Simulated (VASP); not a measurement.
## ZnS (Sphalerite): single point with PBE

The system is ZnS (Sphalerite).

```
CELL_PARAMETERS angstrom
0.00000 2.74288 2.74288
2.74288 0.00000 2.74288
2.74288 2.74288 0.00000
ATOMIC_POSITIONS crystal
Zn 0.00000 0.00000 0.00000
S 0.25000 0.25000 0.25000
```

This cell differs from its parent crystal: volume scaled by 1.04, then relaxed in part.

| Item | Value |
| --- | --- |
| Program | VASP 6.6.1 |
| Task | single point |
| Functional | PBE |
| Potentials or basis | VASP PAW PBE potentials, release 64 (Zn, S) |
| Cutoff | 520 eV |
| k mesh | 14 × 14 × 14 |
| Occupations | fermi-dirac, width 0.02 eV |
| Spin | no spin polarisation |
| Dipole correction | no |
| Further INCAR settings | ALGO = Normal; EDIFF = 1e-07; NBANDS = 16 |

The pressure is -1.4 GPa. The band gap on the k mesh is 1.92 eV, direct.

Levels at points of the mesh, in eV from the valence-band top:
```tsv
k point	band 5	band 6	band 7	band 8	band 9	band 10	band 11	band 12	band 13	band 14
(0.00, 0.00, 0.00)	-5.72	-5.72	0.00	0.00	0.00	1.92	6.42	6.42	6.42	11.62
(0.50, 0.00, 0.00)	-5.70	-5.54	-5.00	-0.80	-0.80	3.22	6.95	6.95	8.70	11.97
(0.50, 0.50, 0.00)	-5.66	-5.52	-4.38	-2.06	-2.06	3.51	4.07	10.67	11.66	11.66
```

It took 120 s on 1 thread of AMD EPYC 7R13, on a shared host, peak memory 0.18 GiB.

 A k mesh can miss the band edges.
